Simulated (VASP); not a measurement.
# C (P1) in VASP: single point with PBE

Aim: the single point of C with PBE.

Program: VASP 6.6.1. These are calculated values, not measurements. Logs are shortened: lines on timing, memory, paths and dates and some standing lists are left out, and cuts for length are marked.

## Step 1: The cell of the first run

The typed cell holds 8 atoms: a = 2.518 Å, b = 2.518 Å, c = 8.305 Å, α = 90.00°, β = 90.00°, γ = 120.00°.

## Step 2: Single point, PBE (atoms moved at random)

INCAR reads:

```
SYSTEM = C
ALGO = Normal
EDIFF = 1E-6
ENCUT = 520
GGA = PE
ISIF = 2
ISMEAR = 0
LASPH = .TRUE.
LCHARG = .FALSE.
LREAL = .FALSE.
LWAVE = .FALSE.
NBANDS = 26
NELM = 60
PREC = Accurate
SIGMA = 0.05
```

KPOINTS reads:

```
k-points
0
G
  12 12 4
  0 0 0
```

POSCAR reads:

```
C
1.0
    2.5180184915      0.0000000000      0.0000000000
   -1.2590092457      2.1806679808      0.0000000000
    0.0000000000      0.0000000000      8.3045881819
C
8
Direct
    0.0091518652      0.0219280114      0.0947540787
    0.0143241802     -0.0033944608      0.5864772660
   -0.0105887725     -0.0127181468      0.4080605168
    0.0051447075     -0.0091312306      0.9090793421
    0.3516152069      0.6700778787      0.1541588013
    0.6539309718      0.3425059821      0.6590920740
    0.3134558555      0.6615710531      0.3393006335
    0.6629659855      0.3291609129      0.8490772876
```

Potentials or basis: VASP PAW PBE potentials, release 64 (C).

Started as:

```
cat potpaw_PBE.64/C/POTCAR > POTCAR
mpirun -np 1 vasp_std > vasp.out
```

OUTCAR:

```text
SYSTEM = C
   EDIFF = 1E-6
   ENCUT = 520
   GGA = PE
   ISIF = 2
   ISMEAR = 0
   LASPH = .TRUE.
   LREAL = .FALSE.
   NELM = 60
   PREC = Accurate

 ion  position               nearest neighbor table
   1  0.009  0.022  0.095-   5 1.50   5 1.52   4 1.54   5 1.59
   2  0.014  0.997  0.586-   3 1.48   6 1.52   6 1.55   6 1.65
   3  0.989  0.987  0.408-   2 1.48   7 1.53   7 1.58   7 1.58
   4  0.005  0.991  0.909-   8 1.52   8 1.53   1 1.54   8 1.57
   5  0.352  0.670  0.154-   1 1.50   1 1.52   7 1.54   1 1.59
   6  0.654  0.343  0.659-   2 1.52   2 1.55   8 1.58   2 1.65
   7  0.313  0.662  0.339-   3 1.53   5 1.54   3 1.58   3 1.58
   8  0.663  0.329  0.849-   4 1.52   4 1.53   4 1.57   6 1.58

  LATTYP: Found a hexagonal cell.
 ALAT       =     2.5180184915
 C/A-ratio  =     3.2980648116

  Lattice vectors:

 A1 = (   2.5180184915,   0.0000000000,   0.0000000000)
 A2 = (  -1.2590092457,   2.1806679808,   0.0000000000)
 A3 = (   0.0000000000,   0.0000000000,   8.3045881819)

Analysis of symmetry for initial positions (statically):
=====================================================================
 Subroutine PRICEL returns:
 Original cell was already a primitive cell.

 Routine SETGRP: Setting up the symmetry group for a
 hexagonal supercell.

 Subroutine GETGRP returns: Found  1 space group operations
 (whereof  1 operations were pure point group operations)
 out of a pool of 24 trial point group operations.

The static configuration has the point symmetry C_1 .

Analysis of symmetry for dynamics (positions and initial velocities):
=====================================================================
 Subroutine PRICEL returns:
 Original cell was already a primitive cell.

 Routine SETGRP: Setting up the symmetry group for a
 hexagonal supercell.

 Subroutine GETGRP returns: Found  1 space group operations
 (whereof  1 operations were pure point group operations)
 out of a pool of 24 trial point group operations.

The dynamic configuration has the point symmetry C_1 .

 Subroutine INISYM returns: Found  1 space group operations
 (whereof  1 operations are pure point group operations),
 and found     1 'primitive' translations

----------------------------------------------------------------------------------------

                                     Primitive cell

  volume of cell :      45.6002

  direct lattice vectors                    reciprocal lattice vectors
     2.518018491  0.000000000  0.000000000     0.397137671  0.229287541  0.000000000
    -1.259009246  2.180667981  0.000000000     0.000000000  0.458575083  0.000000000
     0.000000000  0.000000000  8.304588182     0.000000000  0.000000000  0.120415363

  length of vectors
     2.518018491  2.518018491  8.304588182     0.458575083  0.458575083  0.120415363

  position of ions in fractional coordinates (direct lattice)
     0.009151865  0.021928011  0.094754079
     0.014324180  0.996605539  0.586477266
     0.989411227  0.987281853  0.408060517
     0.005144708  0.990868769  0.909079342
     0.351615207  0.670077879  0.154158801
     0.653930972  0.342505982  0.659092074
     0.313455856  0.661571053  0.339300634
     0.662965986  0.329160913  0.849077288

  ion indices of the primitive-cell ions
   primitive index   ion index
                 1           1
                 2           2
                 3           3
                 4           4
                 5           5
                 6           6
                 7           7
                 8           8

----------------------------------------------------------------------------------------

 KPOINTS: k-points

Automatic generation of k-mesh.
 Grid dimensions read from file:
 generate k-points for:   12   12    4

 Generating k-lattice:

  Cartesian coordinates                     Fractional coordinates (reciprocal lattice)
     0.033094806  0.019107295  0.000000000     0.083333333  0.000000000  0.000000000
     0.000000000  0.038214590  0.000000000     0.000000000  0.083333333  0.000000000
     0.000000000  0.000000000  0.030103841     0.000000000  0.000000000  0.250000000

  Length of vectors
     0.038214590  0.038214590  0.030103841

  Shift w.r.t. Gamma in fractional coordinates (k-lattice)
     0.000000000  0.000000000  0.000000000

 Subroutine IBZKPT returns following result:
 ===========================================

 Found    292 irreducible k-points:

 Following reciprocal coordinates:
            Coordinates               Weight
  0.000000  0.000000  0.000000      1.000000
  0.083333 -0.000000  0.000000      2.000000
  0.000000  0.083333  0.000000      2.000000
 -0.083333  0.083333  0.000000      2.000000
  0.166667  0.000000  0.000000      2.000000
  0.000000  0.166667  0.000000      2.000000
[... 16 lines left out ...]
  0.166667  0.083333  0.000000      2.000000
 -0.083333  0.250000  0.000000      2.000000
 [... further k-points ...]
   k-points           NKPTS =    292   k-points in BZ     NKDIM =    292   number of bands    NBANDS=     26
   number of dos      NEDOS =    301   number of ions     NIONS =      8
   total plane-waves  NPLWV =  25600
   dimension x,y,z NGX =    20 NGY =   20 NGZ =   64
   dimension x,y,z NGXF=    40 NGYF=   40 NGZF=  128
   ions per type =               8
   NGX,Y,Z   is equivalent  to a cutoff of  13.20, 13.20, 12.81 a.u.
   NGXF,Y,Z  is equivalent  to a cutoff of  26.41, 26.41, 25.62 a.u.
 SYSTEM =  C
   PREC   = accura    normal or accurate (medium, high low for compatibility)
   ISTART =      0    job   : 0-new  1-cont  2-samecut
   ICHARG =      2    charge: 1-file 2-atom 10-const
   ISPIN  =      1    spin polarized calculation?
   LNONCOLLINEAR =      F non collinear calculations
   LSORBIT =      F    spin-orbit coupling
   LASPH  =      T    aspherical Exc in radial PAW
   ENCUT  =  520.0 eV  38.22 Ry    6.18 a.u.   4.68  4.68 15.44*2*pi/ulx,y,z
   NELM   =     60;   NELMIN=  2; NELMDL= -5     # of ELM steps
   EDIFF  = 0.1E-05   stopping-criterion for ELM
   LREAL  =      F    real-space projection
   EDIFFG = 0.1E-04   stopping-criterion for IOM
   NSW    =      0    number of steps for IOM
   IBRION =     -1    ionic relax: 0-MD 1-quasi-New 2-CG
   NFREE  =      0    steps in history (QN), initial steepest desc. (CG)
   ISIF   =      2    stress and relaxation
   ISYM   =      2    0-nonsym 1-usesym 2-fastsym
   POTIM  = 0.5000    time-step for ionic-motion
   TEBEG  =    0.0;   TEEND  =   0.0 temperature during run
   PSTRESS=    0.0 pullay stress
   NELECT =      32.0000    total number of electrons
   NUPDOWN=      -1.0000    fix difference up-down
   EMIN   =  10.00;   EMAX   =-10.00  energy-range for DOS
   EFERMI =   0.00;   METHOD = LEGACY
   ISMEAR =     0;   SIGMA  =   0.05  broadening in eV -4-tet -1-fermi 0-gaus
   EFERMI_NEDOS =   21; number of points for ismear=-14 and -15
   IALGO  =     38    algorithm
   IMIX   =      4    mixing-type and parameters
     AMIX     =   0.40;   BMIX     =  1.00
     AMIX_MAG =   1.60;   BMIX_MAG =  1.00
  volume/ion in A,a.u.               =       5.70        38.47
  Fermi-wavevector in a.u.,A,eV,Ry     =   1.454798  2.749169 28.795869  2.116437
  Thomas-Fermi vector in A             =   2.571907
   LORBIT       =      0    0 simple, 1 ext, 2 COOP (PROOUT), +10 PAW based schemes
   GGA     = PE    functional components
   LHFCALC =     F    Hartree Fock is set to
   AEXX    =    0.0000 exact exchange contribution
   IVDW    =     0    specifies the selected vdW correction
   LEPSILON=     F    determine dielectric tensor
   LRPA    =     F    only Hartree local field effects (RPA)
 non-spin polarized calculation
 Gauss-broadening in eV      SIGMA  =   0.05
  energy-cutoff  :      520.00
  volume of cell :       45.60
 maximum number of plane-waves:      1243
   NGX =  9   NGY =  9   NGZ = 31

 number of electron      32.0000001 magnetization

 Free energy of the ion-electron system (eV)
  ---------------------------------------------------
  ext. energy  EPLUGINS =         0.00000000
  ---------------------------------------------------
  free energy    TOTEN  =       -72.21862286 eV

  energy without entropy =      -72.21862286  energy(sigma->0) =      -72.21862286

 E-fermi :  10.9555     XC(G=0): -13.2273

 val. band max:       10.6546891359   @ k =   0.0000   0.0000   0.0000
 cond. band min:      14.1496879831   @ k =  -0.4167   0.4167   0.0000
 fundamental gap:      3.4949988472
 Fermi energy:        10.9554554772

 k-point     1 :       0.0000    0.0000    0.0000
  band No.  band energies     occupation
      1     -11.8217      2.00000
      2     -10.1861      2.00000
      3      -9.9642      2.00000
      4      -6.0475      2.00000
      5      -3.8321      2.00000
      6       2.7209      2.00000
[... 18 lines left out ...]
     25      18.2312      0.00000
     26      18.5736      0.00000

 k-point     2 :       0.0833   -0.0000    0.0000
  band No.  band energies     occupation
      1     -11.6507      2.00000
      2     -10.0176      2.00000
      3      -9.7963      2.00000
      4      -5.8941      2.00000
      5      -3.6760      2.00000
      6       2.7979      2.00000
[... 18 lines left out ...]
     25      18.6480      0.00000
     26      18.9866      0.00000

 k-point     3 :       0.0000    0.0833    0.0000
  band No.  band energies     occupation
      1     -11.6507      2.00000
      2     -10.0175      2.00000
      3      -9.7962      2.00000
      4      -5.8941      2.00000
      5      -3.6761      2.00000
      6       2.7975      2.00000
[... 572 lines left out ...]
 k-point    23 :       0.1667    0.0833    0.0000
  band No.  band energies     occupation
      1     -10.6315      2.00000
      2      -9.0148      2.00000
      3      -8.7961      2.00000
      4      -4.9806      2.00000
      5      -2.7870      2.00000
      6       2.4732      2.00000
[... 18 lines left out ...]
     25      19.9556      0.00000
     26      20.7528      0.00000

 k-point    24 :      -0.0833    0.2500    0.0000
  band No.  band energies     occupation
      1     -10.6317      2.00000
      2      -9.0145      2.00000
      3      -8.7988      2.00000
      4      -4.9813      2.00000
      5      -2.7949      2.00000
      6       2.5647      2.00000
[... 18 lines left out ...]
     25      19.9594      0.00000
     26      20.5260      0.00000

 [... further k-points ...]
[... 5 lines left out ...]
  --------------------------------------------------------------------------------------
  -------------------------------------------------------------------------------------
  Total        0.5379480      0.6932840      0.7020363      0.1124515      0.1838771     -0.1996913
  in kB       18.9009800     24.3587610     24.6662768      3.9510220      6.4605808     -7.0162178
  external PRESSURE =      22.6420059 kB  Pullay stress =       0.0000000 kB

 VOLUME and BASIS-vectors are now :
 -----------------------------------------------------------------------------
  energy-cutoff  :      520.00
  volume of cell :       45.60
      direct lattice vectors                 reciprocal lattice vectors
     2.518018491  0.000000000  0.000000000     0.397137671  0.229287541  0.000000000
    -1.259009246  2.180667981  0.000000000     0.000000000  0.458575083  0.000000000
     0.000000000  0.000000000  8.304588182     0.000000000  0.000000000  0.120415363

 POSITION                                       TOTAL-FORCE (eV/Angst)
 -----------------------------------------------------------------------------------
     -0.00456      0.04782      0.78689         1.446209     -1.720234     -0.944726
     -1.21867      2.17327      4.87045        -2.266764      0.354100      3.422212
      1.24836      2.15293      3.38877        -0.654961      0.641153     -2.200952
     -1.23456      2.16076      7.54953        -1.070731      0.744601      0.344361
      0.04174      1.46122      1.28023        -1.797059      1.130672      0.679180
      1.21539      0.74689      5.47349         2.215898     -0.628659     -1.884596
     -0.04364      1.44267      2.81775         1.521666     -0.387376      1.864109
      1.25494      0.71779      7.05124         0.605743     -0.134257     -1.279587
 -----------------------------------------------------------------------------------
    total drift:                                0.000064     -0.000091      0.000123

  FREE ENERGIE OF THE ION-ELECTRON SYSTEM (eV)
  ---------------------------------------------------
  free  energy   TOTEN  =       -72.2186228627 eV

  energy  without entropy=      -72.2186228627  energy(sigma->0) =      -72.21862286
```

Run time: 6 min. Hardware: 1 thread of AMD EPYC 7R13, shared host; peak memory 0.3 GiB.

Results:

```
Free energy            : -72.2186 eV
Pressure               : 2.3 GPa
Largest force          : 4.120 eV/Å
Band gap on the k mesh : 3.50 eV (least direct gap 3.75 eV)
```

Forces in eV/Å, atoms in the order of the input:
```
C    1.446 -1.720 -0.945
C   -2.267  0.354  3.422
C   -0.655  0.641 -2.201
C   -1.071  0.745  0.344
C   -1.797  1.131  0.679
C    2.216 -0.629 -1.885
C    1.522 -0.387  1.864
C    0.606 -0.134 -1.280
```

Levels at points of the mesh, in eV from the valence-band top:
| k point | band 12 | band 13 | band 14 | band 15 | band 16 | band 17 | band 18 | band 19 | band 20 | band 21 |
| --- | --- | --- | --- | --- | --- | --- | --- | --- | --- | --- |
| (0.00, 0.00, 0.00) | -2.63 | -2.00 | -1.22 | -0.86 | 0.00 | 3.75 | 4.50 | 4.78 | 5.46 | 6.50 |
| (0.50, 0.00, 0.00) | -5.96 | -5.62 | -5.54 | -4.58 | -3.37 | 3.65 | 4.58 | 5.06 | 5.12 | 5.72 |
| (0.00, 0.50, 0.00) | -5.94 | -5.66 | -5.55 | -4.54 | -3.39 | 3.64 | 4.57 | 4.99 | 5.10 | 5.64 |
| (0.50, 0.50, 0.00) | -6.02 | -5.83 | -5.66 | -4.51 | -3.70 | 3.58 | 4.45 | 4.99 | 5.15 | 5.86 |
| (0.00, 0.00, 0.50) | -2.95 | -2.14 | -1.25 | -1.15 | -0.40 | 4.43 | 4.61 | 5.00 | 5.67 | 5.79 |
| (0.50, 0.00, 0.50) | -6.53 | -5.87 | -5.69 | -4.48 | -3.82 | 3.80 | 4.25 | 5.65 | 6.19 | 6.49 |
| (0.00, 0.50, 0.50) | -6.58 | -5.89 | -5.62 | -4.46 | -3.85 | 3.90 | 4.07 | 5.74 | 5.99 | 6.50 |
| (0.50, 0.50, 0.50) | -6.67 | -5.92 | -5.44 | -4.86 | -4.12 | 3.74 | 4.21 | 5.60 | 6.10 | 6.43 |

Caveat: the cell differs from its parent crystal (atoms moved at random); forces of over 1 eV/Å act on the atoms, so gaps and moduli don't describe the material at rest. A k mesh can miss the band edges.
